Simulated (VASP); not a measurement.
## Sn2P: single point with r2SCAN

Sn2P:

```
Sn P
1.0
     6.09721    0.00000    0.00000
     0.00000    6.09721    0.00000
     0.00000    0.00000    3.92722
Sn P
4 2
Direct
  0.30600 0.30600 0.00000
  0.19400 0.80600 0.50000
  0.69400 0.69400 0.00000
  0.80600 0.19400 0.50000
  0.00000 0.00000 0.00000
  0.50000 0.50000 0.50000
```

```json
{
 "Program": "VASP 6.6.1",
 "Task": "single point",
 "Functional": "r2SCAN",
 "Potentials or basis": "VASP PAW PBE potentials, release 64 (Sn_d, P)",
 "Cutoff": "520 eV",
 "k mesh": "4 × 4 × 4",
 "Occupations": "gaussian, width 0.1 eV",
 "Spin": "no spin polarisation",
 "Dipole correction": "no",
 "Further INCAR settings": "ALGO = Normal; EDIFF = 1e-06; NBANDS = 42"
}
```

| Property | Result |
| --- | --- |
| Pressure | 8.8 GPa |
| Largest force | 0.910 eV/Å |
| Band gap on the k mesh | zero (bands 33 and 34 overlap by 1.90 eV) |

Forces in eV/Å, atoms in the order of the input:
```
Sn  -0.643 -0.643  0.000
Sn   0.643 -0.643  0.000
Sn   0.643  0.643  0.000
Sn  -0.643  0.643  0.000
P    0.000  0.000  0.000
P    0.000  0.000  0.000
```

Levels at points of the mesh, in eV from the Fermi level:
| k point | band 31 | band 32 | band 33 | band 34 | band 35 | band 36 |
| --- | --- | --- | --- | --- | --- | --- |
| (0.00, 0.00, 0.00) | -2.94 | 0.03 | 0.20 | 1.55 | 1.55 | 2.15 |
| (0.50, 0.00, 0.00) | -1.09 | -1.09 | -0.50 | -0.50 | 1.95 | 1.95 |
| (0.50, 0.50, 0.00) | 0.30 | 0.30 | 0.55 | 0.55 | 0.59 | 0.59 |
| (0.00, 0.00, 0.50) | -2.05 | -2.05 | -1.02 | -1.02 | -0.52 | -0.52 |
| (0.50, 0.00, 0.50) | -2.10 | -2.10 | 0.88 | 0.88 | 2.30 | 2.30 |
| (0.50, 0.50, 0.50) | -1.50 | -1.50 | -0.46 | -0.46 | 1.28 | 1.28 |

Run time: 4 min on 1 thread of Intel(R) Xeon(R) Platinum 8488C (Sapphire Rapids), on a shared host, peak memory 0.32 GiB.

Caveat: the k points lie up to 0.40 Å⁻¹ apart, too coarse for converged energies and pressures of a metal; the PAW data sets were made with another functional, which shifts forces and pressure a little; spin-orbit coupling is left out, which moves the levels of the heavy elements.
